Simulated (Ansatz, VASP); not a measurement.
**Two plane-wave programs on AlB2Ru3**

```
CELL_PARAMETERS angstrom
3.83835 0.00000 0.00000
0.00000 3.83835 0.00000
0.00000 0.00000 7.18141
ATOMIC_POSITIONS crystal
Al 0.50000 0.50000 0.00000
B 0.50000 0.00000 0.50000
B 0.00000 0.50000 0.50000
Ru 0.00000 0.00000 0.50000
Ru 0.00000 0.00000 0.84589
Ru 0.00000 0.00000 0.15411
```

Alike in both runs: functional PBE; k mesh 10 × 10 × 6; occupations gaussian, width 0.1 eV; no spin polarisation.

Ansatz relaxed the structure, and its values are those at the end. VASP's run is a single point on that final structure, the one shown.

|  | VASP | Ansatz |
| --- | --- | --- |
| version | VASP 6.6.1 | Ansatz 0.2.0 |
| potentials or method | VASP PAW PBE potentials, release 64 (Al, B, Ru_pv), cutoff 520 eV | scalar-relativistic, plane waves, PAW |
| valence electrons in the cell | 51 | 57 |

VASP gave:

- gap on the k mesh at the Fermi level (eV): none
- pressure (GPa): 0.1
- rms of the force components (eV/Å): 0.057

Q: What did Ansatz give for the same quantities?

A: gap on the k mesh at the Fermi level (eV): none; pressure (GPa): 0.0; rms of the force components (eV/Å): 0.000.

A gap of «none» marks a metal or a gap that the smearing closes. VASP's potentials hold 51 valence electrons a cell and Ansatz's 57, so a difference there can come from the potentials and not from the codes.
